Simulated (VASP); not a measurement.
Here is a VASP 6.6.1 calculation.

File INCAR:

```
SYSTEM = Ir
PREC = Accurate
ENCUT = 520
EDIFF = 1E-7
ISMEAR = -1
SIGMA = 0.15
LREAL = .False.
LASPH = .True.
NELM = 100
ALGO = Fast
ISIF = 2
LWAVE = .False.
LCHARG = .True.
GGA = PE
LELF = .True.
LVHAR = .True.
NBANDS = 10
```

The input KPOINTS:

```
regular mesh
0
Gamma
  20 20 20
  0 0 0
```

POSCAR

```
Ir
1.0
    0.0000000000      1.9493157443      1.9493157443
    1.9493157443      0.0000000000      1.9493157443
    1.9493157443      1.9493157443      0.0000000000
Ir
1
Direct
    0.0000000000      0.0000000000      0.0000000000
```

Potentials or basis: VASP PAW PBE potentials, release 64 (Ir).

Command:

```console
$ cat potpaw_PBE.64/Ir/POTCAR > POTCAR
$ mpirun -np 1 vasp_std > vasp.out
```

Problem. Estimate the pressure.

Solution. -6.1 GPa.
